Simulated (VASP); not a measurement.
# HfB (Fm-3m) in VASP: a series of runs

Runs on HfB. Level: PBE. Tasks: single point.

All numbers are computed with VASP 6.6.1; they aren't measurements. Logs are shortened: lines on timing, memory, paths and dates and some standing lists are left out, and cuts for length are marked.

## 1. The cell of the first run

The structure is cubic, space group Fm-3m (No. 225). The conventional cell has a = 4.542 Å, b = 4.542 Å, c = 4.542 Å, α = 90.00°, β = 90.00°, γ = 90.00°. Hf (site symmetry m-3m) has 6 B at 2.27 Å within 3.0 Å. Within 3.0 Å of B (site symmetry m-3m) lie 6 Hf at 2.27 Å.

## 2. Single point, PBE (volume scaled by 0.95)

Contents of INCAR:

```
PREC = Accurate
ENCUT = 520
EDIFF = 1E-6
ISMEAR = -1
SIGMA = 0.05
LREAL = False
LASPH = True
NELM = 80
ALGO = Normal
ISIF = 2
LWAVE = False
LCHARG = False
GGA = PE
NBANDS = 14
```

Contents of KPOINTS:

```
Automatic mesh
0
Gamma
  15 15 15
```

Contents of POSCAR:

```
HfB
1.0
    0.0000000000      2.2708398925      2.2708398925
    2.2708398925      0.0000000000      2.2708398925
    2.2708398925      2.2708398925      0.0000000000
Hf B
1 1
Direct
    0.5000000000      0.5000000000      0.5000000000
    0.0000000000      0.0000000000      0.0000000000
```

Potentials or basis: VASP PAW PBE potentials, release 64 (Hf_pv, B).

Run with:

```bash
cat potpaw_PBE.64/Hf_pv/POTCAR potpaw_PBE.64/B/POTCAR > POTCAR
mpirun -np 1 vasp_std > vasp.out
```

OUTCAR:

```text
PREC = Accurate
   ENCUT = 520
   EDIFF = 1E-6
   ISMEAR = -1
   LREAL = False
   LASPH = True
   NELM = 80
   ISIF = 2
   GGA = PE

 ion  position               nearest neighbor table
   1  0.500  0.500  0.500-   2 2.27   2 2.27   2 2.27   2 2.27   2 2.27   2 2.27
   2  0.000  0.000  0.000-   1 2.27   1 2.27   1 2.27   1 2.27   1 2.27   1 2.27

  LATTYP: Found a face centered cubic cell.
 ALAT       =     4.5416797850

  Lattice vectors:

 A1 = (   0.0000000000,   2.2708398925,   2.2708398925)
 A2 = (   2.2708398925,   0.0000000000,   2.2708398925)
 A3 = (   2.2708398925,   2.2708398925,   0.0000000000)

Analysis of symmetry for initial positions (statically):
=====================================================================
 Subroutine PRICEL returns:
 Original cell was already a primitive cell.

 Routine SETGRP: Setting up the symmetry group for a
 face centered cubic supercell.

 Subroutine GETGRP returns: Found 48 space group operations
 (whereof 48 operations were pure point group operations)
 out of a pool of 48 trial point group operations.

The static configuration has the point symmetry O_h .

Analysis of symmetry for dynamics (positions and initial velocities):
=====================================================================
 Subroutine PRICEL returns:
 Original cell was already a primitive cell.

 Routine SETGRP: Setting up the symmetry group for a
 face centered cubic supercell.

 Subroutine GETGRP returns: Found 48 space group operations
 (whereof 48 operations were pure point group operations)
 out of a pool of 48 trial point group operations.

The dynamic configuration has the point symmetry O_h .

 Subroutine INISYM returns: Found 48 space group operations
 (whereof 48 operations are pure point group operations),
 and found     1 'primitive' translations

----------------------------------------------------------------------------------------

                                     Primitive cell

  volume of cell :      23.4201

  direct lattice vectors                    reciprocal lattice vectors
     0.000000000  2.270839893  2.270839893    -0.220182850  0.220182850  0.220182850
     2.270839893  0.000000000  2.270839893     0.220182850 -0.220182850  0.220182850
     2.270839893  2.270839893  0.000000000     0.220182850  0.220182850 -0.220182850

  length of vectors
     3.211452574  3.211452574  3.211452574     0.381367884  0.381367884  0.381367884

  position of ions in fractional coordinates (direct lattice)
     0.500000000  0.500000000  0.500000000
[... 88 lines left out ...]
   PSTRESS=    0.0 pullay stress
   NELECT =      13.0000    total number of electrons
   NUPDOWN=      -1.0000    fix difference up-down
   EMIN   =  10.00;   EMAX   =-10.00  energy-range for DOS
   EFERMI =   0.00;   METHOD = LEGACY
   ISMEAR =    -1;   SIGMA  =   0.05  broadening in eV -4-tet -1-fermi 0-gaus
   EFERMI_NEDOS =   21; number of points for ismear=-14 and -15
   IALGO  =     38    algorithm
   IMIX   =      4    mixing-type and parameters
     AMIX     =   0.40;   BMIX     =  1.00
     AMIX_MAG =   1.60;   BMIX_MAG =  1.00
  volume/ion in A,a.u.               =      11.71        79.02
  Fermi-wavevector in a.u.,A,eV,Ry     =   1.345425  2.542484 24.628830  1.810168
  Thomas-Fermi vector in A             =   2.473339
   LORBIT       =      0    0 simple, 1 ext, 2 COOP (PROOUT), +10 PAW based schemes
   GGA     = PE    functional components
   LHFCALC =     F    Hartree Fock is set to
   AEXX    =    0.0000 exact exchange contribution
   IVDW    =     0    specifies the selected vdW correction
   LEPSILON=     F    determine dielectric tensor
   LRPA    =     F    only Hartree local field effects (RPA)
 non-spin polarized calculation
  energy-cutoff  :      520.00
  volume of cell :       23.42
 maximum number of plane-waves:       641
   NGX = 11   NGY = 11   NGZ = 11

 number of electron      13.0000000 magnetization

 Free energy of the ion-electron system (eV)
  ---------------------------------------------------
  ext. energy  EPLUGINS =         0.00000000
  ---------------------------------------------------
  free energy    TOTEN  =       -16.85980795 eV

  energy without entropy =      -16.85191570  energy(sigma->0) =      -16.85586182

 E-fermi :   5.4770     XC(G=0): -12.5502

 val. band max:        5.4428284725   @ k =  -0.1333   0.2000   0.0667
 cond. band min:       5.5081639623   @ k =   0.4000   0.2667   0.1333
 fundamental gap:      0.0653354898
 Fermi energy:         5.4770480203

 k-point     1 :       0.0000    0.0000    0.0000
  band No.  band energies     occupation
      1     -22.5617      2.00000
      2     -22.5617      2.00000
      3     -22.5617      2.00000
      4      -4.2679      2.00000
      5       7.7110      0.00000
      6       7.7110      0.00000
      7       7.7110      0.00000
      8       9.5771      0.00000
      9       9.5771      0.00000
     10       9.5771      0.00000
     11       9.8875      0.00000
     12       9.8875      0.00000
     13      17.3397      0.00000
     14      19.2787      0.00000
[... 377 lines left out ...]
      1     -22.8136      2.00000
      2     -22.6393      2.00000
      3     -22.6297      2.00000
      4      -3.1115      2.00000
      5       4.9581      1.99994
      6       6.1329      0.00000
      7       6.8869      0.00000
      8       7.5128      0.00000
      9      10.1934      0.00000
     10      11.5735      0.00000
     11      12.2227      0.00000
     12      15.1959      0.00000
     13      20.0893      0.00000
     14      20.5416      0.00000

 [... further k-points ...]

------------------------ aborting loop because EDIFF is reached ----------------------------------------

  FORCE on cell =-STRESS in cart. coord.  units (eV):
  Direction    XX          YY          ZZ          XY          YZ          ZX
  --------------------------------------------------------------------------------------
  -------------------------------------------------------------------------------------
  Total        6.8182897      6.8182897      6.8182897      0.0000000      0.0000000     -0.0000000
  in kB      466.4407593    466.4407593    466.4407593      0.0000000      0.0000000     -0.0000000
  external PRESSURE =     466.4407593 kB  Pullay stress =       0.0000000 kB

 VOLUME and BASIS-vectors are now :
 -----------------------------------------------------------------------------
  energy-cutoff  :      520.00
  volume of cell :       23.42
      direct lattice vectors                 reciprocal lattice vectors
     0.000000000  2.270839893  2.270839893    -0.220182850  0.220182850  0.220182850
     2.270839893  0.000000000  2.270839893     0.220182850 -0.220182850  0.220182850
     2.270839893  2.270839893  0.000000000     0.220182850  0.220182850 -0.220182850

 POSITION                                       TOTAL-FORCE (eV/Angst)
 -----------------------------------------------------------------------------------
      2.27084      2.27084      2.27084         0.000000      0.000000      0.000000
      0.00000      0.00000      0.00000        -0.000000     -0.000000     -0.000000
 -----------------------------------------------------------------------------------
    total drift:                               -0.000000     -0.000000      0.000000

  FREE ENERGIE OF THE ION-ELECTRON SYSTEM (eV)
  ---------------------------------------------------
  free  energy   TOTEN  =       -16.8598079454 eV

  energy  without entropy=      -16.8519157010  energy(sigma->0) =      -16.85586182
```

Run time: 20 s. Hardware: 1 thread of Intel Xeon 8259CL, shared host; peak memory 0.17 GiB.

What came out:

| Item | Value |
| --- | --- |
| Free energy | -16.8598 eV |
| Pressure | 46.6 GPa |

Caveat: spin-orbit coupling is left out, which moves the levels of the heavy elements.

## 3. Single point, PBE (volume scaled by 0.975)

Contents of INCAR:

```
  ALGO = Normal
  EDIFF = 1E-7
  ENCUT = 520
  GGA = PE
  ISIF = 2
  ISMEAR = -1
  LASPH = T
  LCHARG = T
  LELF = T
  LREAL = F
  LVHAR = T
  LWAVE = F
  NBANDS = 14
  NELM = 80
  PREC = Accurate
  SIGMA = 0.05
```

Contents of KPOINTS:

```
k-points
0
Gamma
  15 15 15
```

Contents of POSCAR:

```
HfB
1.0
    0.0000000000      2.2905873175      2.2905873175
    2.2905873175      0.0000000000      2.2905873175
    2.2905873175      2.2905873175      0.0000000000
Hf B
1 1
Direct
    0.5000000000      0.5000000000      0.5000000000
    0.0000000000      0.0000000000      0.0000000000
```

Potentials or basis: VASP PAW PBE potentials, release 64 (Hf_pv, B).

Run with:

```bash
cat potpaw_PBE.64/Hf_pv/POTCAR potpaw_PBE.64/B/POTCAR > POTCAR
mpirun -np 1 vasp_std > vasp.out
```

It took 22 s on 1 thread of Intel Xeon 8259CL, shared host; peak memory 0.17 GiB.

The run converged. Its results:

- Free energy: -17.0231 eV
- Pressure: 38.3 GPa

Levels at points of the mesh, in eV from the Fermi level:
| k point | band 4 | band 5 | band 6 | band 7 | band 8 | band 9 | band 10 | band 11 |
| --- | --- | --- | --- | --- | --- | --- | --- | --- |
| (0.00, 0.00, 0.00) | -9.67 | 2.21 | 2.21 | 2.21 | 4.02 | 4.02 | 4.02 | 4.31 |

Caveat: spin-orbit coupling is left out, which moves the levels of the heavy elements.
